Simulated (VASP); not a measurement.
Input of a VASP 6.6.1 run:

File INCAR:

```
PREC = Accurate
ENCUT = 400
EDIFF = 1E-6
ISMEAR = -1
SIGMA = 0.05
LREAL = False
LASPH = True
NELM = 120
ALGO = Normal
ISIF = 2
LWAVE = False
LCHARG = True
GGA = PE
IVDW = 12
LELF = True
LVHAR = True
NBANDS = 22
GGA_COMPAT = False
```

File KPOINTS:

```
regular mesh
0
Gamma
  1 1 1
```

Contents of POSCAR:

```
H
1.0
    6.2144650000      0.0000000000      0.0000000000
    0.0000000000      6.2144650000      0.0000000000
    0.0000000000      0.0000000000      6.2144650000
H
16
Direct
    0.6569994360      0.7007200137      0.4056825487
    0.6857227452      0.7828992520      0.4767425675
    1.0613463910      0.6647555341     -0.0823240617
    0.9773166314      0.6789482280      0.0009493979
    0.7148322502      0.3927932654      1.0291634115
    0.7879841628      0.4154822660      1.1148988690
   -0.0029447426      0.2676980239     -0.3296985340
    0.1091163922      0.2673761941     -0.2694198133
    0.2340829017      0.1467543867      0.2499169277
    0.3276388233      0.0846412362      0.2975960119
    0.4191833086      0.6390252419      0.0860251043
    0.4248957875      0.6612958638      0.1999689434
   -0.3448084429      1.0744770467      0.9221710960
   -0.3822855226      1.0076490897      1.0195246091
    0.1370834014      0.8821193779      0.6212441457
    0.2235429759      0.8200384104      0.5810636957
```

Potentials or basis: VASP PAW PBE potentials, release 64 (H).

Launch:

```sh
$ cat potpaw_PBE.64/H/POTCAR > POTCAR
$ mpirun -np 1 vasp_gam > vasp.out
```

**Question.** Estimate the dispersion energy per atom.

**Answer.** -0.015 eV.

**Question.** Estimate the pressure.

**Answer.** 0.6 GPa.

**Question.** Predict the largest force.

**Answer.** 2.127 eV/Å.

**Question.** Estimate the band gap on the k mesh.

**Answer.** 9.10 eV.

Forces in eV/Å, atoms in the order of the input:
```
H   -0.454 -1.508 -1.263
H    0.582  1.528  1.361
H    0.205  0.016 -0.189
H   -0.169  0.082  0.181
H   -0.810 -0.244 -0.862
H    0.807  0.247  0.978
H    1.040  0.025  0.566
H   -1.072  0.014 -0.565
H    0.230 -0.128  0.101
H   -0.240  0.184 -0.129
H   -0.099 -0.177 -0.961
H   -0.035  0.170  0.875
H   -0.191 -0.445  0.473
H    0.159  0.276 -0.565
H   -1.182  0.853  0.567
H    1.228 -0.893 -0.571
```

Caveat: the k points lie up to 1.01 Å⁻¹ apart.
